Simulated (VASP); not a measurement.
Here is a VASP 6.6.1 calculation.

The input INCAR:

```
PREC = Accurate ; ENCUT = 600
EDIFF = 1E-6 ; ISMEAR = 0
SIGMA = 0.1 ; LREAL = F
LASPH = T ; NELM = 60
ALGO = Normal ; ISIF = 3
LWAVE = F ; LCHARG = F
GGA = PE ; IBRION = 2
NSW = 90 ; EDIFFG = -0.04
```

Contents of KPOINTS:

```
Automatic mesh
0
Gamma
  4 4 8
```

POSCAR

```
CuSi
1.0
    3.8209654300      0.0000000000      0.0000000000
    0.0000000000      3.8209654300      0.0000000000
    0.0000000000      0.0000000000      2.3203677700
Si Cu
1 1
Direct
    0.0000000000      0.0000000000      0.5000000000
    0.5000000000      0.5000000000      0.5000000000
```

Potentials or basis: VASP PAW PBE potentials, release 64 (Si, Cu).

Launch:

```console
$ cat potpaw_PBE.64/Si/POTCAR potpaw_PBE.64/Cu/POTCAR > POTCAR
$ mpirun -np 1 vasp_std > vasp.out
```

Q: Predict the space group after relaxing (to 0.05 Å).

A: P4/mmm (No. 123).

Q: Predict the relaxed cell.

A: a = 3.432 Å, b = 3.432 Å, c = 2.555 Å, α = 90.00°, β = 90.00°, γ = 90.00°.

Q: Predict the relaxed volume.

A: 15.05 Å³/atom.

Step by step:
```
step  energy change (eV)  largest force (eV/Å)  pressure (GPa)  volume (Å³)
   1              0.0000                0.0000           -4.82        33.88
   2             -0.4608                0.0000           -5.60        31.27
   3             -0.5358                0.0000           -0.37        30.13
   4             -0.5401                0.0000            1.14        29.74
   5             -0.5402                0.0000            0.80        29.83
   6             -0.5411                0.0000           -0.49        30.21
   7             -0.5412                0.0000           -0.22        30.13
   8             -0.5417                0.0000           -0.10        30.10
```

Caveat: the k points lie up to 0.46 Å⁻¹ apart in the final cell.
